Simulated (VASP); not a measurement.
A run of VASP 6.6.1:

The input INCAR:

```
PREC = Accurate
ENCUT = 600
EDIFF = 1E-7
ISMEAR = -1
SIGMA = 0.08
LREAL = False
LASPH = True
NELM = 100
ALGO = Normal
ISIF = 3
LWAVE = False
LCHARG = False
GGA = PE
IBRION = 2
NSW = 60
EDIFFG = -0.005
PSTRESS = 14.0
```

Contents of KPOINTS:

```
Automatic mesh
0
Gamma
  10 10 10
```

File POSCAR:

```
Na
1.0
    0.0000000000      3.3711994955      3.3711994955
    3.3711994955      0.0000000000      3.3711994955
    3.3711994955      3.3711994955      0.0000000000
Na
2
Direct
   -0.1250000000     -0.1250000000     -0.1250000000
    0.1250000000      0.1250000000      0.1250000000
```

Potentials or basis: VASP PAW PBE potentials, release 64 (Na_pv).

Command:

```bash
$ cat potpaw_PBE.64/Na_pv/POTCAR > POTCAR
$ mpirun -np 1 vasp_std > vasp.out
```

Hardware: 1 thread of Intel(R) Xeon(R) 6975P-C (Granite Rapids), with other jobs on the host.

Estimate the wall time of this run.

It took 42 s on 1 thread of Intel(R) Xeon(R) 6975P-C (Granite Rapids), on a shared host, peak memory 0.24 GiB. Counts: scf iterations 25, k points 47, ion steps 3.
